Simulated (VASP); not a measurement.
Set up this calculation in VASP 6.6.1, as the native input.

| Item | Value |
| --- | --- |
| Task | single point |
| Functional | PBEsol |
| Potentials or basis | VASP PAW PBE potentials, release 64 (Ta_pv, Si) |
| Cutoff | 520 eV |
| k mesh | 10 × 10 × 10 |
| Occupations | tetrahedron |
| Spin | no spin polarisation |
| Dipole correction | no |
| Further INCAR settings | ALGO = Fast; EDIFF = 1e-06; NBANDS = 35 |

The structure of Ta2Si lies in POSCAR:

```
Ta2Si
1.0
   -3.0877629443      3.0877629443      2.5236412193
    3.0877629443     -3.0877629443      2.5236412193
    3.0877629443      3.0877629443     -2.5236412193
Ta Si
4 2
Direct
    0.6635932100      0.8364067900      0.5000000000
    0.8364067900      0.3364067900      0.1728135800
    0.3364067900      0.1635932100      0.5000000000
    0.1635932100      0.6635932100      0.8271864200
    0.2500000000      0.2500000000      0.0000000000
    0.7500000000      0.7500000000      0.0000000000
```

The input as run:

INCAR

```
SYSTEM = Ta2Si
  PREC = Accurate
  ENCUT = 520
  EDIFF = 1E-6
  ISMEAR = -5
  SIGMA = 0.1
  LREAL = .FALSE.
  LASPH = .TRUE.
  NELM = 100
  ALGO = Fast
  ISIF = 2
  LWAVE = .FALSE.
  LCHARG = .FALSE.
  GGA = PS
  NBANDS = 35
```

KPOINTS

```
regular mesh
0
G
  10 10 10
  0 0 0
```

Potentials or basis: VASP PAW PBE potentials, release 64 (Ta_pv, Si).

The run is started by

```bash
$ cat potpaw_PBE.64/Ta_pv/POTCAR potpaw_PBE.64/Si/POTCAR > POTCAR
$ mpirun -np 1 vasp_std > vasp.out
```

Results of the run:

- Pressure: -2.9 GPa
- Largest force: 0.046 eV/Å
- Band gap on the k mesh: zero (bands 26 and 27 overlap by 0.78 eV)

Caveat: the PAW data sets were made with another functional, which shifts forces and pressure a little; spin-orbit coupling is left out, which moves the levels of the heavy elements; tetrahedron occupations give inexact forces and stress in metals.

Wall time 6.3 min on 1 thread of Intel(R) Xeon(R) Platinum 8259CL CPU @ 2.50GHz (Skylake/Cascade Lake), with other jobs on the host, peak memory 0.44 GiB.
